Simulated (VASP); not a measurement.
A run of VASP 6.6.1 is set up as follows.

INCAR

```
SYSTEM = Al
  PREC = Accurate
  ENCUT = 520
  EDIFF = 1E-6
  ISMEAR = -1
  SIGMA = 0.1
  LREAL = .False.
  LASPH = .True.
  NELM = 80
  ALGO = Normal
  ISIF = 2
  LWAVE = .False.
  LCHARG = .True.
  GGA = PE
  IVDW = 12
  LELF = .True.
  LVHAR = .True.
  NBANDS = 30
```

KPOINTS

```
Automatic mesh
0
Gamma
  2 2 1
  0 0 0
```

POSCAR

```
Al
1.0
    5.7275650000      0.0000000000      0.0000000000
    2.8637820000      4.9602170000      0.0000000000
    0.0000000000      0.0000000000     16.6765370000
Al
12
Direct
    0.1666684945      0.1666660955      0.0599644878
    0.6666715499      0.1666660955      0.0599644878
    0.1666709227      0.6666643818      0.0599644878
    0.6666739781      0.6666643818      0.0599644878
   -0.1831127959      0.3858500545      0.2308213030
    0.2614612710      0.4058491796      0.2014207146
   -0.2620611343      0.9727598611      0.2193201142
    0.2885918239      0.8599018954      0.2292142547
   -0.0667552347      0.0992900109      0.3983440927
    0.4246330600      0.1152973751      0.3649678587
   -0.0222441676      0.6377946771      0.3580779391
    0.4521126570      0.6496288368      0.3785258294
```

Potentials or basis: VASP PAW PBE potentials, release 64 (Al).

Command:

```sh
$ cat potpaw_PBE.64/Al/POTCAR > POTCAR
$ mpirun -np 1 vasp_std > vasp.out
```

What does it give for the band gap on the k mesh?

Zero (band 18 reaches 1.69 eV, above the bottom of band 19 at 0.38 eV).

Predict the largest force.

1.111 eV/Å.

Predict the dispersion energy per atom.

-0.213 eV.

Forces on the atoms (eV/Å):
```
Al  -0.032  0.119  0.142
Al   0.062 -0.059  0.074
Al   0.022  0.200 -0.042
Al  -0.011  0.057  0.286
Al   0.038  0.471 -0.238
Al  -0.154  0.024  0.490
Al   0.099 -0.794 -0.067
Al   0.032  0.213 -0.538
Al   0.053  0.945 -0.241
Al   0.310  0.658  0.063
Al  -0.449 -0.742 -0.133
Al   0.029 -1.092  0.204
```

Caveat: the k points lie up to 0.63 Å⁻¹ apart.
